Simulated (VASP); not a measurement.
## Si2Br: single point with PBE

Crystal: Si2Br.

```xyz
3
Lattice="3.9916 0.0000 0.0000 -1.9958 3.4568 0.0000 0.0000 0.0000 4.9537" Properties=species:S:1:pos:R:3 pbc="T T T"
Si    0.0000    2.3046    2.4768
Si    1.9958    1.1523    2.4768
Br    0.0000    0.0000    0.0000
```

```yaml
Program: VASP 6.6.1
Task: single point
Functional: PBE
Potentials_or_basis: VASP PAW PBE potentials, release 64 (Si, Br)
Cutoff: 520 eV
k_mesh: 12 × 12 × 16
Occupations: gaussian, width 0.1 eV
Spin: no spin polarisation
```

```
Pressure               : 0.0 GPa
Band gap on the k mesh : zero (an odd number of electrons rules out a gap without spin polarisation)
```

Stress tensor (GPa, compression positive):
```
-0.07  0.00  0.00
 0.00 -0.07  0.00
 0.00  0.00  0.04
```

Levels at points of the mesh, in eV from the Fermi level:
| k point | band 6 | band 7 | band 8 | band 9 | band 10 | band 11 |
| --- | --- | --- | --- | --- | --- | --- |
| (0.00, 0.00, 0.00) | -2.06 | -2.06 | 0.36 | 0.98 | 2.92 | 2.92 |
| (0.50, 0.00, 0.00) | -3.14 | -1.35 | -1.19 | 0.25 | 2.06 | 5.86 |
| (0.00, 0.00, 0.50) | -2.01 | -1.95 | -1.95 | 0.50 | 2.04 | 2.04 |
| (0.50, 0.00, 0.50) | -2.78 | -2.48 | 0.43 | 1.49 | 1.75 | 7.28 |

Wall time 51 s on 1 thread of Intel(R) Xeon(R) 6975P-C (Granite Rapids), on a shared host, peak memory 0.28 GiB.

Caveat: an odd number of electrons without spin polarisation forces a metal; a magnetic or distorted state may lie lower.
